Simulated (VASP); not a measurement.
Here is a VASP 6.6.1 calculation.

File POSCAR:

```
C
1.0
    1.2197869463      0.7042444472      3.3245471621
   -1.2197869463      0.7042444472      3.3245471621
    0.0000000000     -1.4084879012      3.3245471621
C
2
Direct
    0.8360000000      0.8360000000      0.8360000000
    0.1640000000      0.1640000000      0.1640000000
```

File INCAR.step1:

```
PREC = Accurate
ENCUT = 520
ISMEAR = -1
SIGMA = 0.15
LREAL = F
LASPH = T
NELM = 60
NBANDS = 11
GGA = PE
ALGO = Normal
EDIFF = 1E-4
LWAVE = T
LCHARG = F
```

Contents of INCAR.step2:

```
PREC = Accurate
ENCUT = 520
EDIFF = 1E-7
ISMEAR = -1
SIGMA = 0.15
LREAL = F
LASPH = T
NELM = 60
ALGO = Normal
ISIF = 2
LWAVE = F
LCHARG = T
METAGGA = R2SCAN
LMIXTAU = T
LELF = T
LVHAR = T
NBANDS = 11
ISTART = 1
```

KPOINTS

```
Automatic mesh
0
Gamma
  14 14 14
```

Potentials or basis: VASP PAW PBE potentials, release 64 (C).

The run is started by

```bash
$ cat potpaw_PBE.64/C/POTCAR > POTCAR
$ cp INCAR.step1 INCAR
$ mpirun -np 1 vasp_std > vasp.out
$ cp INCAR.step2 INCAR
$ mpirun -np 1 vasp_std > vasp.out
```

Question: Predict the largest force.

Answer: 0.902 eV/Å.

Question: Predict the pressure.

Answer: 6.9 GPa.

Forces in eV/Å, atoms in the order of the input:
```
C    0.000  0.000 -0.902
C    0.000  0.000  0.902
```

Caveat: the cell stands under pressure; the PAW data sets were made with another functional, which shifts forces and pressure a little.
